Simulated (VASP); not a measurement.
# La2O3 (P-3m1) in VASP: a series of runs

La2O3 is run at these levels: PBE, LDA+U; tasks: relaxation of cell and atoms.

Program: VASP 6.6.1. These are calculated values, not measurements. Logs are shortened: lines on timing, memory, paths and dates and some standing lists are left out, and cuts for length are marked.

## Step 1: The cell of the first run

The structure is trigonal, space group P-3m1 (No. 164). The conventional cell has a = 3.931 Å, b = 3.931 Å, c = 6.112 Å, α = 90.00°, β = 90.00°, γ = 120.00°. Within 3.1 Å of La (site symmetry 3m) lie 7 O at 2.36 to 2.72 Å. Within 3.6 Å of O (site symmetry -3m) lie 6 La at 2.72 Å and 6 O at 3.14 Å. Within 3.1 Å of O (site symmetry 3m) lie 4 La at 2.36 to 2.44 Å and 3 O at 2.89 Å.

## Step 2: Relaxation of cell and atoms, PBE

File INCAR:

```
  ALGO = Normal
  EDIFF = 1E-6
  EDIFFG = -0.01
  ENCUT = 600
  GGA = PE
  IBRION = 2
  ISIF = 3
  ISMEAR = -1
  LASPH = T
  LCHARG = F
  LREAL = F
  LWAVE = F
  NELM = 100
  NSW = 60
  PREC = Accurate
  SIGMA = 0.05
```

File KPOINTS:

```
k-points
0
Gamma
  8 8 5
```

File POSCAR:

```
La2O3
1.0
    3.9307778780      0.0000000000      0.0000000000
   -1.9653889390      3.4041534990      0.0000000000
    0.0000000000      0.0000000000      6.1119535200
La O
2 3
Direct
    0.3333333333      0.6666666667      0.2462356800
    0.6666666667      0.3333333333      0.7537643200
    0.0000000000      0.0000000000      0.0000000000
    0.3333333333      0.6666666667      0.6458906500
    0.6666666667      0.3333333333      0.3541093500
```

Potentials or basis: VASP PAW PBE potentials, release 64 (La, O).

Command:

```console
$ cat potpaw_PBE.64/La/POTCAR potpaw_PBE.64/O/POTCAR > POTCAR
$ mpirun -np 1 vasp_std > vasp.out
```

OUTCAR:

```text
EDIFF = 1E-6
   EDIFFG = -0.01
   ENCUT = 600
   GGA = PE
   IBRION = 2
   ISIF = 3
   ISMEAR = -1
   LASPH = T
   LREAL = F
   NELM = 100
   NSW = 60
   PREC = Accurate

 ion  position               nearest neighbor table
   1  0.333  0.667  0.246-   5 2.36   5 2.36   5 2.36   4 2.44   3 2.72   3 2.72   3 2.72
   2  0.667  0.333  0.754-   4 2.36   4 2.36   4 2.36   5 2.44   3 2.72   3 2.72   3 2.72
   3  0.000  0.000  0.000-   1 2.72   2 2.72   2 2.72   1 2.72   2 2.72   1 2.72
   4  0.333  0.667  0.646-   2 2.36   2 2.36   2 2.36   1 2.44
   5  0.667  0.333  0.354-   1 2.36   1 2.36   1 2.36   2 2.44

  LATTYP: Found a hexagonal cell.
 ALAT       =     3.9307778780
 C/A-ratio  =     1.5548966921

  Lattice vectors:

 A1 = (   3.9307778780,   0.0000000000,   0.0000000000)
 A2 = (  -1.9653889390,   3.4041534990,   0.0000000000)
 A3 = (   0.0000000000,   0.0000000000,   6.1119535200)

Analysis of symmetry for initial positions (statically):
=====================================================================
 Subroutine PRICEL returns:
 Original cell was already a primitive cell.

 Routine SETGRP: Setting up the symmetry group for a
 hexagonal supercell.

 Subroutine GETGRP returns: Found 12 space group operations
 (whereof 12 operations were pure point group operations)
 out of a pool of 24 trial point group operations.

The static configuration has the point symmetry D_3d.

Analysis of symmetry for dynamics (positions and initial velocities):
=====================================================================
 Subroutine PRICEL returns:
 Original cell was already a primitive cell.

 Routine SETGRP: Setting up the symmetry group for a
 hexagonal supercell.

 Subroutine GETGRP returns: Found 12 space group operations
 (whereof 12 operations were pure point group operations)
 out of a pool of 24 trial point group operations.

The dynamic configuration has the point symmetry D_3d.

 Subroutine INISYM returns: Found 12 space group operations
 (whereof 12 operations are pure point group operations),
 and found     1 'primitive' translations

----------------------------------------------------------------------------------------

                                     Primitive cell

  volume of cell :      81.7839

  direct lattice vectors                    reciprocal lattice vectors
     3.930777878  0.000000000  0.000000000     0.254402571  0.146879393  0.000000000
[... 115 lines left out ...]
  Thomas-Fermi vector in A             =   2.421717
   LORBIT       =      0    0 simple, 1 ext, 2 COOP (PROOUT), +10 PAW based schemes
   GGA     = PE    functional components
   LHFCALC =     F    Hartree Fock is set to
   AEXX    =    0.0000 exact exchange contribution
   IVDW    =     0    specifies the selected vdW correction
   LEPSILON=     F    determine dielectric tensor
   LRPA    =     F    only Hartree local field effects (RPA)
 conjugate gradient relaxation of ions
 non-spin polarized calculation
  energy-cutoff  :      600.00
  volume of cell :       81.78
 maximum number of plane-waves:      2749
 NGX is ok and might be reduce to    32
   NGX = 15   NGY = 15   NGZ = 25

--------------------------------------- Ionic step        1  -------------------------------------------

 number of electron      40.0000000 magnetization

 Free energy of the ion-electron system (eV)
  ---------------------------------------------------
  ext. energy  EPLUGINS =         0.00000000
  ---------------------------------------------------
  free energy    TOTEN  =       -41.82526615 eV

  energy without entropy =      -41.82526615  energy(sigma->0) =      -41.82526615

------------------------ aborting loop because EDIFF is reached ----------------------------------------

  FORCE on cell =-STRESS in cart. coord.  units (eV):
  Direction    XX          YY          ZZ          XY          YZ          ZX
  --------------------------------------------------------------------------------------
  -------------------------------------------------------------------------------------
  Total        0.6891342      0.6891342      0.8585655      0.0000000     -0.0000000      0.0000000
  in kB       13.5004029     13.5004029     16.8196251      0.0000000     -0.0000000      0.0000000
  external PRESSURE =      14.6068103 kB  Pullay stress =       0.0000000 kB
[... 98 lines left out ...]
  FREE ENERGIE OF THE ION-ELECTRON SYSTEM (eV)
  ---------------------------------------------------
  free  energy   TOTEN  =       -41.8295927338 eV

  energy  without entropy=      -41.8295927338  energy(sigma->0) =      -41.82959273

[... ionic steps 4 to 9 ...]

--------------------------------------- Ionic step       10  -------------------------------------------

 number of electron      39.9999999 magnetization

------------------------ aborting loop because EDIFF is reached ----------------------------------------
[... 73 lines left out ...]
--------------------------------------- Ionic step       12  -------------------------------------------

 number of electron      40.0000000 magnetization

 Free energy of the ion-electron system (eV)
  ---------------------------------------------------
  ext. energy  EPLUGINS =         0.00000000
  ---------------------------------------------------
  free energy    TOTEN  =       -41.83095813 eV

  energy without entropy =      -41.83095813  energy(sigma->0) =      -41.83095813

 E-fermi :   7.0090     XC(G=0): -10.4013

 val. band max:        5.8015154276   @ k =   0.2500   0.2500   0.4000
 cond. band min:       9.6866413084   @ k =   0.5000   0.0000   0.0000
 fundamental gap:      3.8851258807
 Fermi energy:         7.0089957784

 k-point     1 :       0.0000    0.0000    0.0000
  band No.  band energies     occupation
      1     -24.0169      2.00000
      2     -23.7945      2.00000
      3     -11.0561      2.00000
      4      -9.8260      2.00000
      5      -9.3655      2.00000
      6      -7.4797      2.00000
[... 637 lines left out ...]
     23      10.6889      0.00000
     24      10.9383      0.00000

 [... further k-points ...]

------------------------ aborting loop because EDIFF is reached ----------------------------------------

  FORCE on cell =-STRESS in cart. coord.  units (eV):
  Direction    XX          YY          ZZ          XY          YZ          ZX
  --------------------------------------------------------------------------------------
  -------------------------------------------------------------------------------------
  Total       -0.0101032     -0.0101032     -0.0069172      0.0000000     -0.0000000      0.0000000
  in kB       -0.1951703     -0.1951703     -0.1336236      0.0000000     -0.0000000      0.0000000
  external PRESSURE =      -0.1746547 kB  Pullay stress =       0.0000000 kB
[... 20 lines left out ...]
  FREE ENERGIE OF THE ION-ELECTRON SYSTEM (eV)
  ---------------------------------------------------
  free  energy   TOTEN  =       -41.8309581292 eV

  energy  without entropy=      -41.8309581292  energy(sigma->0) =      -41.83095813

 reached required accuracy - stopping structural energy minimisation
```

CONTCAR:

```text
La2O3
   1.00000000000000
     3.9367997489075792    0.0000000000000000    0.0000000000000000
    -1.9683998744537896    3.4093685921843555    0.0000000000000000
     0.0000000000000000   -0.0000000000000000    6.1793065439803936
  La              O
     2     3
Direct
     0.3333333332999970    0.6666666667000030    0.2472984291102054
     0.6666666667000030    0.3333333332999970    0.7527015708897945
     0.0000000000000000    0.0000000000000000    0.0000000000000000
     0.3333333332999970    0.6666666667000030    0.6453531140815260
     0.6666666667000030    0.3333333332999970    0.3546468859184739

  0.00000000E+00  0.00000000E+00  0.00000000E+00
  0.00000000E+00  0.00000000E+00  0.00000000E+00
  0.00000000E+00  0.00000000E+00  0.00000000E+00
  0.00000000E+00  0.00000000E+00  0.00000000E+00
  0.00000000E+00  0.00000000E+00  0.00000000E+00
```

It took 4.7 min on 1 thread of Intel Xeon 6975P-C (Granite Rapids), shared host; peak memory 0.29 GiB.

What came out:

| Property | Result |
| --- | --- |
| Free energy | -41.8310 eV |
| Relaxed volume | 16.59 Å³/atom |
| Relaxed cell | a = 3.937 Å, b = 3.937 Å, c = 6.179 Å, α = 90.00°, β = 90.00°, γ = 120.00° |
| Space group after relaxing (to 0.05 Å) | P-3m1 (No. 164) |
| Energy gained by relaxing | 1.1 meV/atom |
| Ionic steps | 12 |
| Pressure after relaxing | 0.0 GPa |
| Band gap on the k mesh | 3.89 eV, indirect (least direct gap 4.07 eV) |

Step by step:
```
step  energy change (eV)  largest force (eV/Å)  pressure (GPa)  volume (Å³)
   1              0.0000                0.0121            1.46        81.78
   2             -0.0011                0.1557           -1.29        83.56
   3             -0.0043                0.0848           -0.04        82.73
   4             -0.0052                0.0154           -0.03        82.83
   5             -0.0054                0.0256           -0.03        82.88
   6             -0.0054                0.0298           -0.01        82.90
   7             -0.0056                0.0232            0.00        82.90
   8             -0.0056                0.0172            0.03        82.90
   9             -0.0056                0.0154            0.02        82.90
  10             -0.0057                0.0102           -0.02        82.94
  11             -0.0057                0.0103           -0.06        82.97
  12             -0.0057                0.0017           -0.02        82.94
```

Final structure:
```
CELL_PARAMETERS angstrom
3.93680 0.00000 0.00000
-1.96840 3.40937 0.00000
0.00000 0.00000 6.17931
ATOMIC_POSITIONS crystal
La 0.33333 0.66667 0.24730
La 0.66667 0.33333 0.75270
O 0.00000 0.00000 0.00000
O 0.33333 0.66667 0.64535
O 0.66667 0.33333 0.35465
```

Caveat: spin-orbit coupling is left out, which moves the levels of the heavy elements. A k mesh can miss the band edges.

## Step 3: Relaxation of cell and atoms, LDA+U

File INCAR:

```
ALGO = Normal
EDIFF = 1E-6
EDIFFG = -0.01
ENCUT = 600
IBRION = 2
ISIF = 3
ISMEAR = -1
LASPH = T
LCHARG = F
LDAU = T
LDAUJ = 0 0
LDAUL = 3 -1
LDAUPRINT = 1
LDAUTYPE = 2
LDAUU = 4 0
LMAXMIX = 6
LREAL = F
LWAVE = F
NELM = 150
NSW = 60
PREC = Accurate
SIGMA = 0.05
```

KPOINTS is that of step 2.

POSCAR is that of step 2.

Potentials or basis: VASP PAW LDA potentials, release 64 (La, O).

Command:

```console
$ cat potpaw_LDA.64/La/POTCAR potpaw_LDA.64/O/POTCAR > POTCAR
$ mpirun -np 1 vasp_std > vasp.out
```

Run time: 18 min. Hardware: 1 thread of Oxide Virtual Turin-like, shared host; peak memory 0.21 GiB.

The run converged. Its results:

```
Free energy                            : -44.9998 eV
Relaxed volume                         : 15.90 Å³/atom
Relaxed cell                           : a = 3.912 Å, b = 3.912 Å, c = 6.000 Å, α = 90.00°, β = 90.00°, γ = 120.00°
Space group after relaxing (to 0.05 Å) : P-3m1 (No. 164)
Energy gained by relaxing              : 4.7 meV/atom
Ionic steps                            : 10
Pressure after relaxing                : 0.0 GPa
Largest force after relaxing           : 0.005 eV/Å
Band gap on the k mesh                 : 3.81 eV, indirect (least direct gap 3.94 eV)
```

Forces in eV/Å, atoms in the order of the input:
```
La   0.000  0.000  0.005
La   0.000  0.000 -0.005
O    0.000  0.000  0.000
O    0.000  0.000 -0.005
O    0.000  0.000  0.005
```

The path:
```
step  energy change (eV)  largest force (eV/Å)  pressure (GPa)  volume (Å³)
   1              0.0000                0.0450           -3.32        81.78
   2              0.0062                0.4184            4.12        77.84
   3             -0.0199                0.1742            0.01        79.92
   4             -0.0227                0.0265           -0.03        79.73
   5             -0.0229                0.0332           -0.01        79.65
   6             -0.0233                0.0344            0.01        79.62
   7             -0.0234                0.0351            0.03        79.58
   8             -0.0236                0.0218           -0.09        79.61
   9             -0.0236                0.0120           -0.17        79.62
  10             -0.0237                0.0053            0.01        79.52
```

Final structure:
```yaml
crystal:
  lattice:
    - [3.91186, 0.00000, 0.00000]
    - [-1.95593, 3.38777, 0.00000]
    - [0.00000, 0.00000, 6.00021]
  atoms:
    - { symbol: La, position: [0.33333, 0.66667, 0.24427] }
    - { symbol: La, position: [0.66667, 0.33333, 0.75573] }
    - { symbol: O, position: [0.00000, 0.00000, 0.00000] }
    - { symbol: O, position: [0.33333, 0.66667, 0.64653] }
    - { symbol: O, position: [0.66667, 0.33333, 0.35347] }
```

Levels at points of the mesh, in eV from the valence-band top:
```csv
k point,band 18,band 19,band 20,band 21,band 22,band 23
"(0.00, 0.00, 0.00)",-0.38,-0.38,-0.09,4.59,4.59,4.60
"(0.50, 0.00, 0.00)",-0.62,-0.41,-0.25,3.89,5.45,5.60
```

Eigenvalues of the final occupation matrices:
```csv
site,spin,trace,eigenvalues
site 1 f,1,0.10,0.01 0.01 0.01 0.01 0.01 0.01 0.03
site 1 f,2,0.10,0.01 0.01 0.01 0.01 0.01 0.01 0.03
site 2 f,1,0.10,0.01 0.01 0.01 0.01 0.01 0.01 0.03
site 2 f,2,0.10,0.01 0.01 0.01 0.01 0.01 0.01 0.03
```

Caveat: spin-orbit coupling is left out, which moves the levels of the heavy elements. A k mesh can miss the band edges.

(Continued in part 2 of 2.)
